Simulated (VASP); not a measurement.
# TiB (F-43m) in VASP: a series of runs, part 2 of 2

VASP 6.6.1.

## Step 4: Single point, PBEsol

This run uses another cell than the first one, of 14.20 Å³/atom, 0.958 times its volume.

INCAR

```
ALGO     = Normal         # electronic algorithm
EDIFF    = 1E-6           # SCF threshold, eV
ENCUT    = 520            # plane-wave cutoff, eV
GGA      = PS             # functional
ISIF     = 2              # what is computed and relaxed
ISMEAR   = -1             # smearing method
LASPH    = True           # aspherical terms in the spheres
LCHARG   = False          # write CHGCAR
LREAL    = False          # projectors in reciprocal space
LWAVE    = False          # write WAVECAR
NBANDS   = 14             # bands
NELM     = 60             # most SCF steps
PREC     = Accurate       # precision mode
SIGMA    = 0.15           # smearing width, eV
```

KPOINTS

```
k-points
0
Gamma
  14 14 14
```

POSCAR

```
TiB
1.0
    0.0000000000      2.4215789374      2.4215789374
    2.4215789374      0.0000000000      2.4215789374
    2.4215789374      2.4215789374      0.0000000000
Ti B
1 1
Direct
    0.7500000000      0.7500000000      0.7500000000
    0.0000000000      0.0000000000      0.0000000000
```

Launch:

```
> cat potpaw_PBE.64/Ti_sv/POTCAR potpaw_PBE.64/B/POTCAR > POTCAR
> mpirun -np 1 vasp_std > vasp.out
```

It took 23 s on 1 thread of Intel Xeon 6975P-C (Granite Rapids), shared host; peak memory 0.18 GiB.

Results (log left out):

```yaml
Free_energy: -13.8710 eV
Pressure: 5.0 GPa
```

Levels at points of the mesh, in eV from the Fermi level:
| k point | band 4 | band 5 | band 6 | band 7 | band 8 | band 9 | band 10 | band 11 | band 12 | band 13 |
| --- | --- | --- | --- | --- | --- | --- | --- | --- | --- | --- |
| (0.00, 0.00, 0.00) | -32.09 | -7.95 | -1.10 | -1.10 | -1.10 | 2.25 | 2.25 | 8.60 | 8.97 | 8.97 |
| (0.50, 0.00, 0.00) | -32.11 | -5.49 | -2.42 | -0.64 | -0.64 | 2.70 | 2.70 | 3.48 | 6.80 | 6.80 |
| (0.50, 0.50, 0.00) | -32.15 | -4.60 | -3.05 | 0.61 | 0.94 | 0.94 | 3.02 | 4.00 | 4.00 | 4.29 |

Caveat: the PAW data sets were made with another functional, which shifts forces and pressure a little.

## Step 5: Single point, PBEsol (volume scaled by 0.98)

INCAR

```
SYSTEM = TiB
PREC = Accurate
ENCUT = 520
EDIFF = 1E-6
ISMEAR = -1
SIGMA = 0.15
LREAL = .False.
LASPH = .True.
NELM = 60
ALGO = Normal
ISIF = 2
LWAVE = .False.
LCHARG = .False.
GGA = PS
NBANDS = 14
```

KPOINTS

```
Automatic mesh
0
Gamma
  14 14 14
  0 0 0
```

POSCAR

```
TiB
1.0
    0.0000000000      2.4403391418      2.4403391418
    2.4403391418      0.0000000000      2.4403391418
    2.4403391418      2.4403391418      0.0000000000
Ti B
1 1
Direct
    0.7500000000      0.7500000000      0.7500000000
    0.0000000000      0.0000000000      0.0000000000
```

Potentials or basis: VASP PAW PBE potentials, release 64 (Ti_sv, B).

Launch:

```
> cat potpaw_PBE.64/Ti_sv/POTCAR potpaw_PBE.64/B/POTCAR > POTCAR
> mpirun -np 1 vasp_std > vasp.out
```

OUTCAR:

```text
SYSTEM = TiB
   PREC = Accurate
   ENCUT = 520
   EDIFF = 1E-6
   ISMEAR = -1
   LREAL = .False.
   LASPH = .True.
   NELM = 60
   ISIF = 2
   GGA = PS

 ion  position               nearest neighbor table
   1  0.750  0.750  0.750-   2 2.11   2 2.11   2 2.11   2 2.11
   2  0.000  0.000  0.000-   1 2.11   1 2.11   1 2.11   1 2.11

  LATTYP: Found a face centered cubic cell.
 ALAT       =     4.8806782836

  Lattice vectors:

 A1 = (   0.0000000000,   2.4403391418,   2.4403391418)
 A2 = (   2.4403391418,   0.0000000000,   2.4403391418)
 A3 = (   2.4403391418,   2.4403391418,   0.0000000000)

Analysis of symmetry for initial positions (statically):
=====================================================================
 Subroutine PRICEL returns:
 Original cell was already a primitive cell.

 Routine SETGRP: Setting up the symmetry group for a
 face centered cubic supercell.

 Subroutine GETGRP returns: Found 24 space group operations
 (whereof 24 operations were pure point group operations)
 out of a pool of 48 trial point group operations.

The static configuration has the point symmetry T_d .

Analysis of symmetry for dynamics (positions and initial velocities):
[... 165 lines left out ...]

 k-point     1 :       0.0000    0.0000    0.0000
  band No.  band energies     occupation
      1     -50.9198      2.00000
      2     -27.2362      2.00000
      3     -27.2362      2.00000
      4     -27.2362      2.00000
      5      -2.9689      2.00000
      6       3.8509      1.99838
      7       3.8509      1.99838
      8       3.8509      1.99838
      9       7.1113      0.00000
     10       7.1113      0.00000
     11      13.3449      0.00000
     12      13.7026      0.00000
     13      13.7026      0.00000
     14      13.7026      0.00000
[... 377 lines left out ...]
      1     -50.9105      2.00000
      2     -27.3127      2.00000
      3     -27.2592      2.00000
      4     -27.2572      2.00000
      5      -1.7715      2.00000
      6       3.0824      1.99999
      7       4.2532      1.97652
      8       4.3334      1.96027
      9       6.5116      0.00005
     10       7.3647      0.00000
     11      10.9578      0.00000
     12      11.9809      0.00000
     13      12.7697      0.00000
     14      15.0151      0.00000

 [... further k-points ...]
[... 5 lines left out ...]
  --------------------------------------------------------------------------------------
  -------------------------------------------------------------------------------------
  Total        0.4014030      0.4014030      0.4014030     -0.0000000     -0.0000000      0.0000000
  in kB       22.1263926     22.1263926     22.1263926     -0.0000000     -0.0000000      0.0000000
  external PRESSURE =      22.1263926 kB  Pullay stress =       0.0000000 kB

 VOLUME and BASIS-vectors are now :
 -----------------------------------------------------------------------------
  energy-cutoff  :      520.00
  volume of cell :       29.07
      direct lattice vectors                 reciprocal lattice vectors
     0.000000000  2.440339142  2.440339142    -0.204889555  0.204889555  0.204889555
     2.440339142  0.000000000  2.440339142     0.204889555 -0.204889555  0.204889555
     2.440339142  2.440339142  0.000000000     0.204889555  0.204889555 -0.204889555

 POSITION                                       TOTAL-FORCE (eV/Angst)
 -----------------------------------------------------------------------------------
      3.66051      3.66051      3.66051        -0.000000     -0.000000     -0.000000
      0.00000      0.00000      0.00000         0.000000      0.000000      0.000000
 -----------------------------------------------------------------------------------
    total drift:                                0.000001      0.000001      0.000001

  FREE ENERGIE OF THE ION-ELECTRON SYSTEM (eV)
  ---------------------------------------------------
  free  energy   TOTEN  =       -13.8863701037 eV

  energy  without entropy=      -13.7583699958  energy(sigma->0) =      -13.82237005
```

stdout:

```text
POSCAR found type information on POSCAR TiB
 POSCAR found :  2 types and       2 ions
 scaLAPACK will be used
 -----------------------------------------------------------------------------
|                                                                             |
|                                                                             |
|     You enforced a specific xc type in the INCAR file but a different       |
|     I HOPE YOU KNOW WHAT YOU ARE DOING!                                     |
|                                                                             |
 -----------------------------------------------------------------------------

 LDA part: xc-table for (Slater+PW92), standard interpolation
 POSCAR, INCAR and KPOINTS ok, starting setup
 FFT: planning ... GRIDC
 FFT: planning ... GRID_SOFT
 FFT: planning ... GRID
 WAVECAR not read
 entering main loop
```

Run time: 24 s. Hardware: 1 thread of Intel Xeon 6975P-C (Granite Rapids), shared host; peak memory 0.18 GiB.

What came out:

```yaml
Free_energy: -13.8864 eV
Pressure: 2.2 GPa
```

Levels at points of the mesh, in eV from the Fermi level:
| k point | band 5 | band 6 | band 7 | band 8 | band 9 | band 10 | band 11 | band 12 |
| --- | --- | --- | --- | --- | --- | --- | --- | --- |
| (0.00, 0.00, 0.00) | -7.89 | -1.07 | -1.07 | -1.07 | 2.19 | 2.19 | 8.43 | 8.78 |
| (0.50, 0.00, 0.00) | -5.48 | -2.40 | -0.62 | -0.62 | 2.63 | 2.63 | 3.38 | 6.64 |
| (0.50, 0.50, 0.00) | -4.61 | -2.98 | 0.60 | 0.91 | 0.91 | 2.94 | 3.91 | 3.91 |

Caveat: the cell differs from its parent crystal (volume scaled by 0.98); the PAW data sets were made with another functional, which shifts forces and pressure a little.

## Step 6: Single point, PBEsol

INCAR is that of step 5.

KPOINTS is that of step 5.

POSCAR

```
TiB
1.0
    0.0000000000      2.4568284199      2.4568284199
    2.4568284199      0.0000000000      2.4568284199
    2.4568284199      2.4568284199      0.0000000000
Ti B
1 1
Direct
    0.7500000000      0.7500000000      0.7500000000
    0.0000000000      0.0000000000      0.0000000000
```

Potentials or basis: VASP PAW PBE potentials, release 64 (Ti_sv, B).

Launch:

```
> cat potpaw_PBE.64/Ti_sv/POTCAR potpaw_PBE.64/B/POTCAR > POTCAR
> mpirun -np 1 vasp_std > vasp.out
```

OUTCAR:

```text
SYSTEM = TiB
   PREC = Accurate
   ENCUT = 520
   EDIFF = 1E-6
   ISMEAR = -1
   LREAL = .False.
   LASPH = .True.
   NELM = 60
   ISIF = 2
   GGA = PS

 ion  position               nearest neighbor table
   1  0.750  0.750  0.750-   2 2.13   2 2.13   2 2.13   2 2.13
   2  0.000  0.000  0.000-   1 2.13   1 2.13   1 2.13   1 2.13

  LATTYP: Found a face centered cubic cell.
 ALAT       =     4.9136568398

  Lattice vectors:

 A1 = (   0.0000000000,   2.4568284199,   2.4568284199)
[... 585 lines left out ...]
      9       6.3271      0.00006
     10       7.1521      0.00000
     11      10.6654      0.00000
     12      11.6746      0.00000
     13      12.4417      0.00000
     14      14.6890      0.00000

 [... further k-points ...]
[... 5 lines left out ...]
  --------------------------------------------------------------------------------------
  -------------------------------------------------------------------------------------
  Total        0.0006988      0.0006988      0.0006988      0.0000000      0.0000000     -0.0000000
  in kB        0.0377496      0.0377496      0.0377496      0.0000000      0.0000000     -0.0000000
  external PRESSURE =       0.0377496 kB  Pullay stress =       0.0000000 kB

 VOLUME and BASIS-vectors are now :
 -----------------------------------------------------------------------------
  energy-cutoff  :      520.00
  volume of cell :       29.66
      direct lattice vectors                 reciprocal lattice vectors
     0.000000000  2.456828420  2.456828420    -0.203514416  0.203514416  0.203514416
     2.456828420  0.000000000  2.456828420     0.203514416 -0.203514416  0.203514416
     2.456828420  2.456828420  0.000000000     0.203514416  0.203514416 -0.203514416

 POSITION                                       TOTAL-FORCE (eV/Angst)
 -----------------------------------------------------------------------------------
      3.68524      3.68524      3.68524        -0.000000      0.000000     -0.000000
      0.00000      0.00000      0.00000         0.000000     -0.000000      0.000000
 -----------------------------------------------------------------------------------
    total drift:                                0.000001      0.000001      0.000001

  FREE ENERGIE OF THE ION-ELECTRON SYSTEM (eV)
  ---------------------------------------------------
  free  energy   TOTEN  =       -13.8908781764 eV

  energy  without entropy=      -13.7594472568  energy(sigma->0) =      -13.82516272
```

Wall time 22 s (1 thread of Intel Xeon 6975P-C (Granite Rapids), shared host); peak memory 0.18 GiB.

What came out:

| Item | Value |
| --- | --- |
| Free energy | -13.8909 eV |
| Pressure | 0.0 GPa |

Caveat: the PAW data sets were made with another functional, which shifts forces and pressure a little.

## Step 7: Overview

| task | cell | cutoff (eV) | gap on the mesh (eV) | pressure (GPa) |
| --- | --- | --- | --- | --- |
| single point | a = 3.474 Å, angles 60.0°, 2 atoms | 520 | none | 0.0 |
| relaxation of cell and atoms | relaxed from a = 3.470 Å, angles 60.0°, 2 atoms | 600 | none | 0.0 |
| single point | a = 3.425 Å, angles 60.0°, 2 atoms | 520 | none | 5.0 |
| single point | a = 3.451 Å, angles 60.0°, 2 atoms | 520 | none | 2.2 |

Alike in all rows: level PBEsol; potentials or basis VASP PAW PBE potentials, release 64 (Ti_sv, B); no spin polarisation; k mesh 14 × 14 × 14; smearing fermi-dirac 0.15 eV.

Caveats: the PAW data sets were made with another functional, which shifts forces and pressure a little.

Absolute energies hang on the potentials; compare differences alone.
